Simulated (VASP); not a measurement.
# ZnSe (F-43m) in VASP: notebook

ZnSe is run at these levels: PBE; tasks: single point.

All numbers are computed with VASP 6.6.1; they aren't measurements. Logs are shortened: lines on timing, memory, paths and dates and some standing lists are left out, and cuts for length are marked.

## 1. The cell of the first run

Symmetry: F-43m, No. 216, cubic system. The conventional cell has a = 5.438 Å, b = 5.438 Å, c = 5.438 Å, α = 90.00°, β = 90.00°, γ = 90.00°. Within 3.1 Å of Zn (site symmetry -43m) lie 4 Se at 2.35 Å. Se (site symmetry -43m) has 4 Zn at 2.35 Å within 3.1 Å.

## 2. Single point, PBE (strain -4.0%)

INCAR

```
PREC = Accurate
ENCUT = 520
EDIFF = 1E-6
ISMEAR = -1
SIGMA = 0.02
LREAL = False
LASPH = True
NELM = 100
ALGO = Normal
ISIF = 2
LWAVE = False
LCHARG = False
GGA = PE
NBANDS = 16
```

KPOINTS

```
Automatic mesh
0
Gamma
  8 8 8
```

POSCAR

```
ZnSe
1.0
    0.0000000000      2.7191238570      2.7191238570
    2.7191238570      0.0000000000      2.7191238570
    2.7191238570      2.7191238570      0.0000000000
Zn Se
1 1
Direct
    0.0000000000      0.0000000000      0.0000000000
    0.2500000000      0.2500000000      0.2500000000
```

Potentials or basis: VASP PAW PBE potentials, release 64 (Zn, Se).

Run with:

```
cat potpaw_PBE.64/Zn/POTCAR potpaw_PBE.64/Se/POTCAR > POTCAR
mpirun -np 1 vasp_std > vasp.out
```

OUTCAR:

```text
PREC = Accurate
   ENCUT = 520
   EDIFF = 1E-6
   ISMEAR = -1
   LREAL = False
   LASPH = True
   NELM = 100
   ISIF = 2
   GGA = PE

 ion  position               nearest neighbor table
   1  0.000  0.000  0.000-   2 2.35   2 2.35   2 2.35   2 2.35
   2  0.250  0.250  0.250-   1 2.35   1 2.35   1 2.35   1 2.35

  LATTYP: Found a face centered cubic cell.
 ALAT       =     5.4382477140

  Lattice vectors:

 A1 = (   0.0000000000,   2.7191238570,   2.7191238570)
 A2 = (   2.7191238570,   0.0000000000,   2.7191238570)
 A3 = (   2.7191238570,   2.7191238570,   0.0000000000)

Analysis of symmetry for initial positions (statically):
=====================================================================
 Subroutine PRICEL returns:
 Original cell was already a primitive cell.

 Routine SETGRP: Setting up the symmetry group for a
 face centered cubic supercell.

 Subroutine GETGRP returns: Found 24 space group operations
 (whereof 24 operations were pure point group operations)
 out of a pool of 48 trial point group operations.

The static configuration has the point symmetry T_d .

Analysis of symmetry for dynamics (positions and initial velocities):
=====================================================================
 Subroutine PRICEL returns:
 Original cell was already a primitive cell.

 Routine SETGRP: Setting up the symmetry group for a
 face centered cubic supercell.

 Subroutine GETGRP returns: Found 24 space group operations
 (whereof 24 operations were pure point group operations)
 out of a pool of 48 trial point group operations.

The dynamic configuration has the point symmetry T_d .

 Subroutine INISYM returns: Found 24 space group operations
 (whereof 24 operations are pure point group operations),
 and found     1 'primitive' translations

----------------------------------------------------------------------------------------

                                     Primitive cell

  volume of cell :      40.2084

  direct lattice vectors                    reciprocal lattice vectors
     0.000000000  2.719123857  2.719123857    -0.183882760  0.183882760  0.183882760
     2.719123857  0.000000000  2.719123857     0.183882760 -0.183882760  0.183882760
     2.719123857  2.719123857  0.000000000     0.183882760  0.183882760 -0.183882760

  length of vectors
     3.845421836  3.845421836  3.845421836     0.318494283  0.318494283  0.318494283

  position of ions in fractional coordinates (direct lattice)
     0.000000000  0.000000000  0.000000000
     0.250000000  0.250000000  0.250000000

  ion indices of the primitive-cell ions
   primitive index   ion index
                 1           1
                 2           2

----------------------------------------------------------------------------------------

 KPOINTS: Automatic mesh

Automatic generation of k-mesh.
 Grid dimensions read from file:
 generate k-points for:    8    8    8

 Generating k-lattice:

  Cartesian coordinates                     Fractional coordinates (reciprocal lattice)
    -0.022985345  0.022985345  0.022985345     0.125000000  0.000000000  0.000000000
     0.022985345 -0.022985345  0.022985345     0.000000000  0.125000000  0.000000000
     0.022985345  0.022985345 -0.022985345     0.000000000  0.000000000  0.125000000

  Length of vectors
     0.039811785  0.039811785  0.039811785

  Shift w.r.t. Gamma in fractional coordinates (k-lattice)
     0.000000000  0.000000000  0.000000000

 Subroutine IBZKPT returns following result:
 ===========================================

 Found     29 irreducible k-points:

 Following reciprocal coordinates:
            Coordinates               Weight
  0.000000  0.000000  0.000000      1.000000
  0.125000  0.000000  0.000000      8.000000
  0.250000  0.000000  0.000000      8.000000
  0.375000  0.000000  0.000000      8.000000
  0.500000  0.000000  0.000000      4.000000
  0.125000  0.125000  0.000000      6.000000
[... 16 lines left out ...]
  0.500000  0.250000  0.125000     48.000000
 -0.375000  0.250000  0.125000     24.000000
 [... further k-points ...]
   k-points           NKPTS =     29   k-points in BZ     NKDIM =     29   number of bands    NBANDS=     16
   number of dos      NEDOS =    301   number of ions     NIONS =      2
   total plane-waves  NPLWV =  27000
   dimension x,y,z NGX =    30 NGY =   30 NGZ =   30
   dimension x,y,z NGXF=    60 NGYF=   60 NGZF=   60
   ions per type =               1   1
   NGX,Y,Z   is equivalent  to a cutoff of  12.97, 12.97, 12.97 a.u.
   NGXF,Y,Z  is equivalent  to a cutoff of  25.94, 25.94, 25.94 a.u.
 SYSTEM =  unknown system
   PREC   = accura    normal or accurate (medium, high low for compatibility)
   ISTART =      0    job   : 0-new  1-cont  2-samecut
   ICHARG =      2    charge: 1-file 2-atom 10-const
   ISPIN  =      1    spin polarized calculation?
   LNONCOLLINEAR =      F non collinear calculations
   LSORBIT =      F    spin-orbit coupling
   LASPH  =      T    aspherical Exc in radial PAW
   ENCUT  =  520.0 eV  38.22 Ry    6.18 a.u.   7.15  7.15  7.15*2*pi/ulx,y,z
   NELM   =    100;   NELMIN=  2; NELMDL= -5     # of ELM steps
   EDIFF  = 0.1E-05   stopping-criterion for ELM
   LREAL  =      F    real-space projection
   EDIFFG = 0.1E-04   stopping-criterion for IOM
   NSW    =      0    number of steps for IOM
   IBRION =     -1    ionic relax: 0-MD 1-quasi-New 2-CG
   NFREE  =      0    steps in history (QN), initial steepest desc. (CG)
   ISIF   =      2    stress and relaxation
   ISYM   =      2    0-nonsym 1-usesym 2-fastsym
   POTIM  = 0.5000    time-step for ionic-motion
   TEBEG  =    0.0;   TEEND  =   0.0 temperature during run
   PSTRESS=    0.0 pullay stress
   NELECT =      18.0000    total number of electrons
   NUPDOWN=      -1.0000    fix difference up-down
   EMIN   =  10.00;   EMAX   =-10.00  energy-range for DOS
   EFERMI =   0.00;   METHOD = LEGACY
   ISMEAR =    -1;   SIGMA  =   0.02  broadening in eV -4-tet -1-fermi 0-gaus
   EFERMI_NEDOS =   21; number of points for ismear=-14 and -15
   IALGO  =     38    algorithm
   IMIX   =      4    mixing-type and parameters
     AMIX     =   0.40;   BMIX     =  1.00
     AMIX_MAG =   1.60;   BMIX_MAG =  1.00
  volume/ion in A,a.u.               =      20.10       135.67
  Fermi-wavevector in a.u.,A,eV,Ry     =   1.252353  2.366604 21.339207  1.568387
  Thomas-Fermi vector in A             =   2.386257
   LORBIT       =      0    0 simple, 1 ext, 2 COOP (PROOUT), +10 PAW based schemes
   GGA     = PE    functional components
   LHFCALC =     F    Hartree Fock is set to
   AEXX    =    0.0000 exact exchange contribution
   IVDW    =     0    specifies the selected vdW correction
   LEPSILON=     F    determine dielectric tensor
   LRPA    =     F    only Hartree local field effects (RPA)
 non-spin polarized calculation
  energy-cutoff  :      520.00
  volume of cell :       40.21
 maximum number of plane-waves:      1106
 NGX is ok and might be reduce to    30
   NGX = 15   NGY = 15   NGZ = 15

 number of electron      18.0000011 magnetization

 Free energy of the ion-electron system (eV)
  ---------------------------------------------------
  ext. energy  EPLUGINS =         0.00000000
  ---------------------------------------------------
  free energy    TOTEN  =        -5.78124381 eV

  energy without entropy =       -5.78124381  energy(sigma->0) =       -5.78124381

 E-fermi :   3.1395     XC(G=0):  -9.9004

 val. band max:        2.7614822475   @ k =   0.0000   0.0000   0.0000
 cond. band min:       4.5768410813   @ k =   0.0000   0.0000   0.0000
 fundamental gap:      1.8153588337
 Fermi energy:         3.1395123776

 k-point     1 :       0.0000    0.0000    0.0000
  band No.  band energies     occupation
      1     -11.3793      2.00000
      2      -4.3204      2.00000
      3      -4.3204      2.00000
      4      -4.3204      2.00000
      5      -3.8277      2.00000
      6      -3.8277      2.00000
[... 8 lines left out ...]
     15      14.4723      0.00000
     16      14.4723      0.00000

 k-point     2 :       0.1250    0.0000    0.0000
  band No.  band energies     occupation
      1     -11.2530      2.00000
      2      -4.3225      2.00000
      3      -4.2997      2.00000
      4      -4.2996      2.00000
      5      -3.8299      2.00000
      6      -3.8299      2.00000
[... 8 lines left out ...]
     15      13.5757      0.00000
     16      14.0269      0.00000

 k-point     3 :       0.2500    0.0000    0.0000
  band No.  band energies     occupation
      1     -10.9203      2.00000
      2      -4.2855      2.00000
      3      -4.2543      2.00000
      4      -4.2543      2.00000
      5      -3.8283      2.00000
      6      -3.8283      2.00000
[... 8 lines left out ...]
     15      13.3392      0.00000
     16      13.6868      0.00000

 k-point     4 :       0.3750    0.0000    0.0000
  band No.  band energies     occupation
      1     -10.5370      2.00000
      2      -4.2185      2.00000
      3      -4.2185      2.00000
      4      -4.0814      2.00000
      5      -3.8133      2.00000
      6      -3.8133      2.00000
[... 8 lines left out ...]
     15      14.6291      0.00000
     16      14.6291      0.00000

 k-point     5 :       0.5000    0.0000    0.0000
  band No.  band energies     occupation
      1     -10.3585      2.00000
      2      -4.2073      2.00000
      3      -4.2073      2.00000
      4      -3.8023      2.00000
      5      -3.8023      2.00000
      6      -3.6260      2.00000
[... 8 lines left out ...]
     15      16.3711      0.00000
     16      16.3711      0.00000

 k-point     6 :       0.1250    0.1250    0.0000
  band No.  band energies     occupation
      1     -11.2107      2.00000
      2      -4.3437      2.00000
      3      -4.2820      2.00000
      4      -4.2820      2.00000
      5      -3.8442      2.00000
      6      -3.8180      2.00000
[... 8 lines left out ...]
     15      14.5802      0.00000
     16      14.7037      0.00000

 k-point     7 :       0.2500    0.1250    0.0000
  band No.  band energies     occupation
      1     -10.9456      2.00000
      2      -4.3410      2.00000
      3      -4.2343      2.00000
      4      -4.2340      2.00000
      5      -3.8525      2.00000
      6      -3.8095      2.00000
[... 8 lines left out ...]
     15      14.5342      0.00000
     16      15.2886      0.00000

 k-point     8 :       0.3750    0.1250    0.0000
  band No.  band energies     occupation
      1     -10.5726      2.00000
      2      -4.2600      2.00000
      3      -4.1913      2.00000
      4      -4.1464      2.00000
      5      -3.8284      2.00000
      6      -3.7994      2.00000
[... 8 lines left out ...]
     15      14.8736      0.00000
     16      15.4259      0.00000

 k-point     9 :       0.5000    0.1250    0.0000
  band No.  band energies     occupation
      1     -10.3139      2.00000
      2      -4.2123      2.00000
      3      -4.1763      2.00000
      4      -3.8936      2.00000
      5      -3.7998      2.00000
      6      -3.6732      2.00000
[... 8 lines left out ...]
     15      15.8330      0.00000
     16      16.3841      0.00000
[... 172 lines left out ...]
 k-point    19 :       0.5000    0.3750    0.0000
  band No.  band energies     occupation
      1     -10.0663      2.00000
      2      -4.3407      2.00000
      3      -4.0154      2.00000
      4      -3.9963      2.00000
      5      -3.7736      2.00000
      6      -3.6308      2.00000
[... 8 lines left out ...]
     15      16.8766      0.00000
     16      17.9298      0.00000

 k-point    20 :      -0.3750    0.3750    0.0000
  band No.  band energies     occupation
      1     -10.0336      2.00000
      2      -4.2587      2.00000
      3      -4.0428      2.00000
      4      -3.9331      2.00000
      5      -3.7996      2.00000
      6      -3.4727      2.00000
[... 8 lines left out ...]
     15      15.0961      0.00000
     16      19.1691      0.00000

 k-point    21 :       0.5000    0.5000    0.0000
  band No.  band energies     occupation
      1     -10.0070      2.00000
      2      -4.3844      2.00000
      3      -3.9819      2.00000
      4      -3.9819      2.00000
      5      -3.7616      2.00000
      6      -3.6021      2.00000
[... 8 lines left out ...]
     15      17.0587      0.00000
     16      17.7546      0.00000

 k-point    22 :       0.3750    0.2500    0.1250
  band No.  band energies     occupation
      1     -10.6570      2.00000
      2      -4.3135      2.00000
      3      -4.1914      2.00000
      4      -4.1659      2.00000
      5      -3.8512      2.00000
      6      -3.7942      2.00000
[... 8 lines left out ...]
     15      15.4737      0.00000
     16      16.8987      0.00000

 k-point    23 :       0.5000    0.2500    0.1250
  band No.  band energies     occupation
      1     -10.3338      2.00000
      2      -4.2205      2.00000
      3      -4.1623      2.00000
      4      -4.0301      2.00000
      5      -3.8150      2.00000
      6      -3.7597      2.00000
[... 8 lines left out ...]
     15      15.9298      0.00000
     16      16.9804      0.00000

 k-point    24 :      -0.3750    0.2500    0.1250
  band No.  band energies     occupation
      1     -10.1872      2.00000
      2      -4.2013      2.00000
      3      -4.1405      2.00000
      4      -3.8881      2.00000
      5      -3.8211      2.00000
      6      -3.5578      2.00000
[... 8 lines left out ...]
     15      15.9371      0.00000
     16      16.9252      0.00000

 [... further k-points ...]

------------------------ aborting loop because EDIFF is reached ----------------------------------------

  FORCE on cell =-STRESS in cart. coord.  units (eV):
  Direction    XX          YY          ZZ          XY          YZ          ZX
  --------------------------------------------------------------------------------------
  -------------------------------------------------------------------------------------
  Total        3.3185204      3.3185204      3.3185204     -0.0000000      0.0000000      0.0000000
  in kB      132.2324682    132.2324682    132.2324682     -0.0000000      0.0000000      0.0000000
  external PRESSURE =     132.2324682 kB  Pullay stress =       0.0000000 kB

 VOLUME and BASIS-vectors are now :
 -----------------------------------------------------------------------------
  energy-cutoff  :      520.00
  volume of cell :       40.21
      direct lattice vectors                 reciprocal lattice vectors
     0.000000000  2.719123857  2.719123857    -0.183882760  0.183882760  0.183882760
     2.719123857  0.000000000  2.719123857     0.183882760 -0.183882760  0.183882760
     2.719123857  2.719123857  0.000000000     0.183882760  0.183882760 -0.183882760

 POSITION                                       TOTAL-FORCE (eV/Angst)
 -----------------------------------------------------------------------------------
      0.00000      0.00000      0.00000        -0.000000     -0.000000     -0.000000
      1.35956      1.35956      1.35956         0.000000      0.000000      0.000000
 -----------------------------------------------------------------------------------
    total drift:                                0.000000      0.000000      0.000000

  FREE ENERGIE OF THE ION-ELECTRON SYSTEM (eV)
  ---------------------------------------------------
  free  energy   TOTEN  =        -5.7812438135 eV

  energy  without entropy=       -5.7812438135  energy(sigma->0) =       -5.78124381
```

Wall time 17 s (1 thread of AMD EPYC 7R43 (Zen 3), shared host); peak memory 0.14 GiB.

What came out:

| Quantity | Value |
| --- | --- |
| Free energy | -5.7812 eV |
| Pressure | 13.2 GPa |
| Band gap on the k mesh | 1.82 eV, direct |

Levels at points of the mesh, in eV from the valence-band top:
| k point | band 5 | band 6 | band 7 | band 8 | band 9 | band 10 | band 11 | band 12 | band 13 | band 14 |
| --- | --- | --- | --- | --- | --- | --- | --- | --- | --- | --- |
| (0.00, 0.00, 0.00) | -6.59 | -6.59 | 0.00 | 0.00 | 0.00 | 1.82 | 5.73 | 5.73 | 5.73 | 10.40 |
| (0.50, 0.00, 0.00) | -6.56 | -6.39 | -6.09 | -1.07 | -1.07 | 2.75 | 6.32 | 6.32 | 8.84 | 11.65 |
| (0.50, 0.50, 0.00) | -6.52 | -6.36 | -5.31 | -2.67 | -2.67 | 2.67 | 3.40 | 11.72 | 12.12 | 12.12 |

Caveat: the cell differs from its parent crystal (strain -4.0%).

(Part 1 of 3 ends here.)
